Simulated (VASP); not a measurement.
# TiN (Fm-3m) in VASP: further runs

Runs on TiN. Level: r2SCAN. Tasks: single point.

Program: VASP 6.6.1. These are calculated values, not measurements. Logs are shortened: lines on timing, memory, paths and dates and some standing lists are left out, and cuts for length are marked.

## Step 1: The cell of the first run

It takes space group Fm-3m (No. 225, cubic). Conventional cell: a = 4.233 Å, b = 4.233 Å, c = 4.233 Å, α = 90.00°, β = 90.00°, γ = 90.00°. Within 2.8 Å of Ti (site symmetry m-3m) lie 6 N at 2.12 Å. N (site symmetry m-3m) has 6 Ti at 2.12 Å within 2.8 Å.

## Step 2: Single point, r2SCAN

POSCAR

```
TiN
1.0
    0.0000000000      2.1166463219      2.1166463219
    2.1166463219      0.0000000000      2.1166463219
    2.1166463219      2.1166463219      0.0000000000
Ti N
1 1
Direct
    0.0000000000      0.0000000000      0.0000000000
    0.5000000000      0.5000000000      0.5000000000
```

INCAR.step1

```
SYSTEM = TiN
ALGO = Normal
EDIFF = 1E-4
ENCUT = 520
GGA = PE
ISMEAR = 0
LASPH = .True.
LCHARG = .False.
LREAL = .False.
LWAVE = .True.
NBANDS = 16
NELM = 100
PREC = Accurate
SIGMA = 0.1
```

INCAR.step2

```
SYSTEM = TiN
ALGO = Normal
EDIFF = 1E-7
ENCUT = 520
ISIF = 2
ISMEAR = 0
ISTART = 1
LASPH = .True.
LCHARG = .False.
LMIXTAU = .True.
LREAL = .False.
LWAVE = .False.
METAGGA = R2SCAN
NBANDS = 16
NELM = 100
PREC = Accurate
SIGMA = 0.1
```

KPOINTS

```
k-points
0
Gamma
  22 22 22
  0 0 0
```

Potentials or basis: VASP PAW PBE potentials, release 64 (Ti_sv, N).

The run is started by

```console
> cat potpaw_PBE.64/Ti_sv/POTCAR potpaw_PBE.64/N/POTCAR > POTCAR
> cp INCAR.step1 INCAR
> mpirun -np 1 vasp_std > vasp.out
> cp INCAR.step2 INCAR
> mpirun -np 1 vasp_std > vasp.out
```

OUTCAR:

```text
SYSTEM = TiN
   EDIFF = 1E-7
   ENCUT = 520
   ISIF = 2
   ISMEAR = 0
   ISTART = 1
   LASPH = .True.
   LREAL = .False.
   METAGGA = R2SCAN
   NELM = 100
   PREC = Accurate

 ion  position               nearest neighbor table
   1  0.000  0.000  0.000-   2 2.12   2 2.12   2 2.12   2 2.12   2 2.12   2 2.12
   2  0.500  0.500  0.500-   1 2.12   1 2.12   1 2.12   1 2.12   1 2.12   1 2.12

  LATTYP: Found a face centered cubic cell.
 ALAT       =     4.2332926438

  Lattice vectors:

 A1 = (   0.0000000000,   2.1166463219,   2.1166463219)
 A2 = (   2.1166463219,   0.0000000000,   2.1166463219)
 A3 = (   2.1166463219,   2.1166463219,   0.0000000000)

Analysis of symmetry for initial positions (statically):
=====================================================================
 Subroutine PRICEL returns:
 Original cell was already a primitive cell.

 Routine SETGRP: Setting up the symmetry group for a
 face centered cubic supercell.

 Subroutine GETGRP returns: Found 48 space group operations
 (whereof 48 operations were pure point group operations)
 out of a pool of 48 trial point group operations.

The static configuration has the point symmetry O_h .

Analysis of symmetry for dynamics (positions and initial velocities):
=====================================================================
 Subroutine PRICEL returns:
 Original cell was already a primitive cell.

 Routine SETGRP: Setting up the symmetry group for a
 face centered cubic supercell.

 Subroutine GETGRP returns: Found 48 space group operations
 (whereof 48 operations were pure point group operations)
 out of a pool of 48 trial point group operations.

The dynamic configuration has the point symmetry O_h .

 Subroutine INISYM returns: Found 48 space group operations
 (whereof 48 operations are pure point group operations),
 and found     1 'primitive' translations

----------------------------------------------------------------------------------------

                                     Primitive cell

  volume of cell :      18.9660

  direct lattice vectors                    reciprocal lattice vectors
     0.000000000  2.116646322  2.116646322    -0.236222743  0.236222743  0.236222743
     2.116646322  0.000000000  2.116646322     0.236222743 -0.236222743  0.236222743
     2.116646322  2.116646322  0.000000000     0.236222743  0.236222743 -0.236222743

  length of vectors
     2.993389935  2.993389935  2.993389935     0.409149793  0.409149793  0.409149793

  position of ions in fractional coordinates (direct lattice)
     0.000000000  0.000000000  0.000000000
     0.500000000  0.500000000  0.500000000

  ion indices of the primitive-cell ions
   primitive index   ion index
                 1           1
                 2           2

----------------------------------------------------------------------------------------

 KPOINTS: k-points

Automatic generation of k-mesh.
 Grid dimensions read from file:
 generate k-points for:   22   22   22

 Generating k-lattice:

  Cartesian coordinates                     Fractional coordinates (reciprocal lattice)
    -0.010737397  0.010737397  0.010737397     0.045454545  0.000000000  0.000000000
     0.010737397 -0.010737397  0.010737397     0.000000000  0.045454545  0.000000000
     0.010737397  0.010737397 -0.010737397     0.000000000  0.000000000  0.045454545

  Length of vectors
     0.018597718  0.018597718  0.018597718

  Shift w.r.t. Gamma in fractional coordinates (k-lattice)
     0.000000000  0.000000000  0.000000000

 Subroutine IBZKPT returns following result:
 ===========================================

 Found    328 irreducible k-points:

 Following reciprocal coordinates:
            Coordinates               Weight
  0.000000  0.000000  0.000000      1.000000
  0.045455  0.000000  0.000000      8.000000
  0.090909  0.000000  0.000000      8.000000
  0.136364  0.000000  0.000000      8.000000
  0.181818  0.000000  0.000000      8.000000
  0.227273  0.000000  0.000000      8.000000
[... 16 lines left out ...]
  0.500000  0.045455  0.000000     24.000000
 -0.454545  0.045455  0.000000     24.000000
 [... further k-points ...]
   k-points           NKPTS =    328   k-points in BZ     NKDIM =    328   number of bands    NBANDS=     16
   number of dos      NEDOS =    301   number of ions     NIONS =      2
   total plane-waves  NPLWV =  13824
   dimension x,y,z NGX =    24 NGY =   24 NGZ =   24
   dimension x,y,z NGXF=    48 NGYF=   48 NGZF=   48
   ions per type =               1   1
   NGX,Y,Z   is equivalent  to a cutoff of  13.33, 13.33, 13.33 a.u.
   NGXF,Y,Z  is equivalent  to a cutoff of  26.66, 26.66, 26.66 a.u.
 SYSTEM =  TiN
   PREC   = accura    normal or accurate (medium, high low for compatibility)
   ISTART =      1    job   : 0-new  1-cont  2-samecut
   ICHARG =      0    charge: 1-file 2-atom 10-const
   ISPIN  =      1    spin polarized calculation?
   LNONCOLLINEAR =      F non collinear calculations
   LSORBIT =      F    spin-orbit coupling
   LASPH  =      T    aspherical Exc in radial PAW
   ENCUT  =  520.0 eV  38.22 Ry    6.18 a.u.   5.57  5.57  5.57*2*pi/ulx,y,z
   NELM   =    100;   NELMIN=  2; NELMDL=  0     # of ELM steps
   EDIFF  = 0.1E-06   stopping-criterion for ELM
   LREAL  =      F    real-space projection
   EDIFFG = 0.1E-05   stopping-criterion for IOM
   NSW    =      0    number of steps for IOM
   IBRION =     -1    ionic relax: 0-MD 1-quasi-New 2-CG
   NFREE  =      0    steps in history (QN), initial steepest desc. (CG)
   ISIF   =      2    stress and relaxation
   ISYM   =      2    0-nonsym 1-usesym 2-fastsym
   POTIM  = 0.5000    time-step for ionic-motion
   TEBEG  =    0.0;   TEEND  =   0.0 temperature during run
   PSTRESS=    0.0 pullay stress
   NELECT =      17.0000    total number of electrons
   NUPDOWN=      -1.0000    fix difference up-down
   EMIN   =  10.00;   EMAX   =-10.00  energy-range for DOS
   EFERMI =   0.00;   METHOD = LEGACY
   ISMEAR =     0;   SIGMA  =   0.10  broadening in eV -4-tet -1-fermi 0-gaus
   EFERMI_NEDOS =   21; number of points for ismear=-14 and -15
   IALGO  =     38    algorithm
   IMIX   =      4    mixing-type and parameters
     AMIX     =   0.40;   BMIX     =  1.00
     AMIX_MAG =   1.60;   BMIX_MAG =  1.00
  volume/ion in A,a.u.               =       9.48        63.99
  Fermi-wavevector in a.u.,A,eV,Ry     =   1.578457  2.982852 33.899290  2.491528
  Thomas-Fermi vector in A             =   2.678985
   LORBIT       =      0    0 simple, 1 ext, 2 COOP (PROOUT), +10 PAW based schemes
   METAGGA = R2SCAN    functional components
   LHFCALC =     F    Hartree Fock is set to
   AEXX    =    0.0000 exact exchange contribution
   IVDW    =     0    specifies the selected vdW correction
   LEPSILON=     F    determine dielectric tensor
   LRPA    =     F    only Hartree local field effects (RPA)
 non-spin polarized calculation
 Gauss-broadening in eV      SIGMA  =   0.10
  energy-cutoff  :      520.00
  volume of cell :       18.97
 maximum number of plane-waves:       532
   NGX = 11   NGY = 11   NGZ = 11

 number of electron      17.0000001 magnetization

 Free energy of the ion-electron system (eV)
  ---------------------------------------------------
  ext. energy  EPLUGINS =         0.00000000
  ---------------------------------------------------
  free energy    TOTEN  =       -26.01611302 eV

  energy without entropy =      -26.01167162  energy(sigma->0) =      -26.01389232

 E-fermi :  11.7272     XC(G=0): -13.9137

 val. band max:       11.7270748748   @ k =  -0.4545   0.3182   0.1364
 cond. band min:      11.7272896642   @ k =  -0.1818   0.0455   0.0000
 fundamental gap:      0.0002147894
 Fermi energy:        11.7272332513

 k-point     1 :       0.0000    0.0000    0.0000
  band No.  band energies     occupation
      1     -48.6270      2.00000
      2     -23.5597      2.00000
      3     -23.5596      2.00000
      4     -23.5596      2.00000
      5      -6.5621      2.00000
      6       9.3432      2.00000
[... 8 lines left out ...]
     15      25.6246      0.00000
     16      32.1015      0.00000

 k-point     2 :       0.0455    0.0000    0.0000
  band No.  band energies     occupation
      1     -48.6250      2.00000
      2     -23.5741      2.00000
      3     -23.5608      2.00000
      4     -23.5608      2.00000
      5      -6.5210      2.00000
      6       9.0987      2.00000
[... 8 lines left out ...]
     15      25.6513      0.00000
     16      32.0530      0.00000

 k-point     3 :       0.0909    0.0000    0.0000
  band No.  band energies     occupation
      1     -48.6191      2.00000
      2     -23.6159      2.00000
      3     -23.5641      2.00000
      4     -23.5640      2.00000
      5      -6.3998      2.00000
      6       8.5163      2.00000
[... 8 lines left out ...]
     15      25.6968      0.00000
     16      31.8795      0.00000

 k-point     4 :       0.1364    0.0000    0.0000
  band No.  band energies     occupation
      1     -48.6097      2.00000
      2     -23.6813      2.00000
      3     -23.5693      2.00000
      4     -23.5692      2.00000
      5      -6.2049      2.00000
      6       7.7785      2.00000
[... 8 lines left out ...]
     15      25.6789      0.00000
     16      31.5489      0.00000
[... 324 lines left out ...]
 k-point    22 :       0.4545    0.0455    0.0000
  band No.  band energies     occupation
      1     -48.5288      2.00000
      2     -24.2064      2.00000
      3     -23.6187      2.00000
      4     -23.6179      2.00000
      5      -4.2322      2.00000
      6       3.4192      2.00000
[... 8 lines left out ...]
     15      26.1404      0.00000
     16      27.1128      0.00000

 k-point    23 :       0.5000    0.0455    0.0000
  band No.  band energies     occupation
      1     -48.5254      2.00000
      2     -24.2276      2.00000
      3     -23.6225      2.00000
      4     -23.6178      2.00000
      5      -4.1269      2.00000
      6       3.2493      2.00000
[... 8 lines left out ...]
     15      26.3022      0.00000
     16      26.8842      0.00000

 k-point    24 :      -0.4545    0.0455    0.0000
  band No.  band energies     occupation
      1     -48.5261      2.00000
      2     -24.2233      2.00000
      3     -23.6249      2.00000
      4     -23.6147      2.00000
      5      -4.1478      2.00000
      6       3.2827      2.00000
[... 8 lines left out ...]
     15      26.2585      0.00000
     16      26.8990      0.00000

 [... further k-points ...]
[... 5 lines left out ...]
  --------------------------------------------------------------------------------------
  -------------------------------------------------------------------------------------
  Total        0.1600599      0.1600599      0.1600599      0.0000000      0.0000000      0.0000000
  in kB       13.5212969     13.5212969     13.5212969      0.0000000      0.0000000      0.0000000
  external PRESSURE =      13.5212969 kB  Pullay stress =       0.0000000 kB

 VOLUME and BASIS-vectors are now :
 -----------------------------------------------------------------------------
  energy-cutoff  :      520.00
  volume of cell :       18.97
      direct lattice vectors                 reciprocal lattice vectors
     0.000000000  2.116646322  2.116646322    -0.236222743  0.236222743  0.236222743
     2.116646322  0.000000000  2.116646322     0.236222743 -0.236222743  0.236222743
     2.116646322  2.116646322  0.000000000     0.236222743  0.236222743 -0.236222743

 POSITION                                       TOTAL-FORCE (eV/Angst)
 -----------------------------------------------------------------------------------
      0.00000      0.00000      0.00000         0.000000     -0.000000     -0.000000
      2.11665      2.11665      2.11665        -0.000000      0.000000      0.000000
 -----------------------------------------------------------------------------------
    total drift:                                0.000000     -0.000000     -0.000000

  FREE ENERGIE OF THE ION-ELECTRON SYSTEM (eV)
  ---------------------------------------------------
  free  energy   TOTEN  =       -26.0161130212 eV

  energy  without entropy=      -26.0116716208  energy(sigma->0) =      -26.01389232
```

It took 3.5 min on 1 thread of Intel Xeon Platinum 8488C (Sapphire Rapids), shared host; peak memory 0.22 GiB.

Results:

```yaml
Free_energy: -26.0161 eV
Pressure: 1.4 GPa
Band_gap_on_the_k_mesh: zero (an odd number of electrons rules out a gap without spin polarisation)
```

Caveat: the PAW data sets were made with another functional, which shifts forces and pressure a little.

## Step 3: Single point, r2SCAN

POSCAR

```
TiN
1.0
    0.0000000000      2.1174685149      2.1174685149
    2.1174685149      0.0000000000      2.1174685149
    2.1174685149      2.1174685149      0.0000000000
Ti N
1 1
Direct
    0.0000000000      0.0000000000      0.0000000000
    0.5000000000      0.5000000000      0.5000000000
```

INCAR.step1

```
SYSTEM = TiN
PREC = Accurate
ENCUT = 520
ISMEAR = -1
SIGMA = 0.15
LREAL = .FALSE.
LASPH = .TRUE.
NELM = 100
NBANDS = 16
GGA = PE
ALGO = Normal
EDIFF = 1E-4
LWAVE = .TRUE.
LCHARG = .FALSE.
```

INCAR.step2

```
SYSTEM = TiN
PREC = Accurate
ENCUT = 520
EDIFF = 1E-6
ISMEAR = -1
SIGMA = 0.15
LREAL = .FALSE.
LASPH = .TRUE.
NELM = 100
ALGO = Normal
ISIF = 2
LWAVE = .FALSE.
LCHARG = .TRUE.
METAGGA = R2SCAN
LMIXTAU = .TRUE.
LELF = .TRUE.
LVHAR = .TRUE.
NBANDS = 16
ISTART = 1
```

KPOINTS

```
regular mesh
0
G
  22 22 22
  0 0 0
```

Potentials or basis: VASP PAW PBE potentials, release 64 (Ti_sv, N).

The run is started by

```console
> cat potpaw_PBE.64/Ti_sv/POTCAR potpaw_PBE.64/N/POTCAR > POTCAR
> cp INCAR.step1 INCAR
> mpirun -np 1 vasp_std > vasp.out
> cp INCAR.step2 INCAR
> mpirun -np 1 vasp_std > vasp.out
```

Run time: 2.8 min. Hardware: 1 thread of Intel Xeon Platinum 8488C (Sapphire Rapids), shared host; peak memory 0.22 GiB.

The run converged. Its results:

| Item | Value |
| --- | --- |
| Free energy | -26.0449 eV |
| Pressure | 1.3 GPa |
| Band gap on the k mesh | zero (an odd number of electrons rules out a gap without spin polarisation) |

Levels at points of the mesh, in eV from the Fermi level:
```
           k point  band 6  band 7  band 8  band 9  band 10  band 11  band 12  band 13
(0.00, 0.00, 0.00)   -2.38   -2.38   -2.38   -0.61    -0.61    -0.61     0.60     0.60
(0.50, 0.00, 0.00)   -8.53   -5.92   -5.92    1.76     1.76     2.47     5.98     5.98
(0.50, 0.50, 0.00)   -6.27   -3.61   -3.61   -3.10     1.69     2.47     2.47     3.74
```

Caveat: the PAW data sets were made with another functional, which shifts forces and pressure a little.
